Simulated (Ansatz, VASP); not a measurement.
## Two plane-wave programs on Pd

INCAR

```
SYSTEM = Pd
ALGO     = Normal         ! electronic algorithm
EDIFF    = 1E-6           ! SCF threshold, eV
ENCUT    = 520            ! plane-wave cutoff, eV
GGA      = PS             ! functional
ISIF     = 2              ! what is computed and relaxed
ISMEAR   = -1             ! smearing method
ISPIN    = 2              ! spin polarisation
LASPH    = .True.         ! aspherical terms in the spheres
LCHARG   = .False.        ! write CHGCAR
LMAXMIX  = 4              ! l up to which the mixer works
LORBIT   = 11             ! projections on sites
LREAL    = .False.        ! projectors in reciprocal space
LWAVE    = .False.        ! write WAVECAR
MAGMOM   = 0.5            ! initial moments
NBANDS   = 15             ! bands
NELM     = 150            ! most SCF steps
PREC     = Accurate       ! precision mode
SIGMA    = 0.05           ! smearing width, eV
```

File KPOINTS:

```
k-points
0
Gamma
  14 14 14
  0 0 0
```

File POSCAR:

```
Pd
1.0
    2.5315277129      0.0000000000      0.0000000000
    0.0000000000      2.5315277129      0.0000000000
    0.0000000000      0.0000000000      2.5315277129
Pd
1
Direct
    0.0000000000      0.0000000000      0.0000000000
```

Input for Ansatz:

```yaml
crystal:
  lattice:
    - [2.5315277129, 0.0, 0.0]
    - [0.0, 2.5315277129, 0.0]
    - [0.0, 0.0, 2.5315277129]
  atoms:
    - { symbol: Pd, position: [0.0, 0.0, 0.0], spin: 0.5 }
hamiltonian:
  xc: pbesol
  pseudopotentials:
    kind: paw
    azcp:
      Pd: "pseudopotentials/Pd.paw.azcp"
basis:
  ecutwfc: 420
  fft_grid_basis: typed
kpoints:
  mp_grid: { grid: [14, 14, 14], shift: [0, 0, 0] }
magnetization:
  spin_polarized: true
scf:
  occupations: { method: fermi_dirac, width: 0.05 }
  lower_state_search: "off"
output:
  stress: true
```

Alike in both runs: task single point; functional PBEsol; k mesh 14 × 14 × 14; occupations fermi-dirac, width 0.05 eV; collinear spin.

```csv
,VASP,Ansatz
version,VASP 6.6.1,Ansatz 0.2.0
potentials or method,"VASP PAW PBE potentials, release 64 (Pd), cutoff 520 eV","plane waves (420 eV) with PAW, scalar-relativistic"
valence electrons in the cell,10,18
```

```csv
,VASP,Ansatz,Ansatz less VASP
pressure (GPa),6.2,6.7,+0.51
net moment per atom (μB),0.00,0.00,0.000
```

VASP's potentials were made for PBE, not for PBEsol, and Ansatz warns of the same on its side. With one functional, cell and mesh, what is left measures potentials, basis and numerics. VASP's potentials hold 10 valence electrons a cell and Ansatz's 18, so a difference there can come from the potentials and not from the codes. Ansatz's warnings: seeded moment not kept.
